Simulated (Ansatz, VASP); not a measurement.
## SiC: VASP beside Ansatz

```xyz
12
Lattice="3.0789 0.0000 0.0000 -1.5394 2.6664 0.0000 0.0000 0.0000 15.1070" Properties=species:S:1:pos:R:3 pbc="T T T"
Si    0.0000    0.0000   -0.0042
Si    0.0000    0.0000    7.5493
Si    0.0000    1.7776    2.5154
Si    1.5394    0.8888   10.0689
Si    1.5394    0.8888    5.0307
Si    0.0000    1.7776   12.5842
C     0.0000    1.7776    0.6270
C     1.5394    0.8888    8.1805
C     1.5394    0.8888    3.1422
C     0.0000    1.7776   10.6957
C     0.0000    0.0000    5.6555
C     0.0000    0.0000   13.2090
```

Alike in both runs: functional PBEsol; k mesh 14 × 14 × 3; no spin polarisation.

Ansatz relaxed the structure, and its values are those at the end. VASP's run is a single point on that final structure, the one shown.

```csv
,VASP,Ansatz
version,VASP 6.6.1,Ansatz 0.2.0
potentials or method,"VASP PAW PBE potentials, release 64 (Si, C)","scalar-relativistic, plane waves, PAW"
plane-wave cutoff (eV),600,420
occupations,"gaussian, width 0.01 eV",fixed
valence electrons in the cell,48,48
```

Ansatz gave:

* gap on the k mesh at the Fermi level (eV): 1.92
* least direct gap on the mesh (eV): 3.03
* pressure (GPa): 0.0

**Question.** What did VASP give for the same quantities?

**Answer.** gap on the k mesh at the Fermi level (eV): 1.91; least direct gap on the mesh (eV): 3.02; pressure (GPa): 0.2.

VASP's potentials were made for PBE, not for PBEsol.
